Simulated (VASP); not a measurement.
Crystal: C.

```xyz
4
Lattice="1.2228 -2.1167 0.0000 1.2228 2.1167 0.0000 0.0000 0.0000 6.7225" Properties=species:S:1:pos:R:3 pbc="T T T"
C     1.2228    1.7640    5.0419
C     1.2228   -0.3527    1.6806
C     1.2228   -1.7640    1.6806
C     1.2228    0.3527    5.0419
```

| Quantity | Value |
| --- | --- |
| Program | VASP 6.6.1 |
| Task | relaxation of cell and atoms |
| Functional | r2SCAN |
| Potentials or basis | VASP PAW PBE potentials, release 64 (C) |
| Cutoff | 600 eV |
| k mesh | 18 × 18 × 6 |
| Occupations | fermi-dirac, width 0.15 eV |
| Spin | no spin polarisation |

At the start: pressure 4.5 GPa; volume 8.70 Å³/atom.

Question: Where does the relaxation end?

Answer: Over 26 steps the energy falls by 3.1 meV/atom and the volume is 9.18 Å³/atom (+5.5 %); space group Fmmm (No. 69, to 0.1 Å) before and after.

The path:
```
step  energy change (eV)  largest force (eV/Å)  pressure (GPa)  volume (Å³)
   1              0.0000                0.0073            4.55        34.80
   2              0.0277                0.0281           -8.66        36.06
   3             -0.0066                0.0048            0.31        35.18
   4             -0.0066                0.0046            0.40        35.17
   5             -0.0074                0.0165            0.36        35.28
   6             -0.0095                0.0797            0.25        35.61
   7             -0.0112                0.2058            0.09        36.28
   8             -0.0114                0.1734            0.06        36.31
   9             -0.0120                0.0790            0.05        36.42
  10             -0.0121                0.1128            0.01        36.64
  11             -0.0123                0.0195            0.04        36.53
  12             -0.0123                0.0243            0.03        36.54
  13             -0.0123                0.0233            0.03        36.55
  14             -0.0123                0.0214            0.04        36.59
  15             -0.0123                0.0173            0.03        36.66
  16             -0.0123                0.0091            0.02        36.80
  17             -0.0123                0.0139            0.02        36.72
  18             -0.0123                0.0148            0.03        36.70
  19             -0.0123                0.0145            0.03        36.71
  20             -0.0123                0.0142            0.02        36.71
  21             -0.0123                0.0055           -0.01        36.71
  22             -0.0123                0.0026            0.01        36.71
  23             -0.0123                0.0007            0.00        36.71
  24             -0.0123                0.0006           -0.01        36.71
  25             -0.0123                0.0001           -0.01        36.71
  26             -0.0123                0.0005            0.00        36.71
```

Final structure:
```xyz
4
Lattice="1.2287 -2.1274 0.0000 1.2287 2.1274 0.0000 0.0000 0.0000 7.0226" Properties=species:S:1:pos:R:3 pbc="T T T"
C     1.2287    1.7728    5.2670
C     1.2287   -0.3545    1.7557
C     1.2287   -1.7728    1.7557
C     1.2287    0.3545    5.2670
```

Caveat: the PAW data sets were made with another functional, which shifts forces and pressure a little.
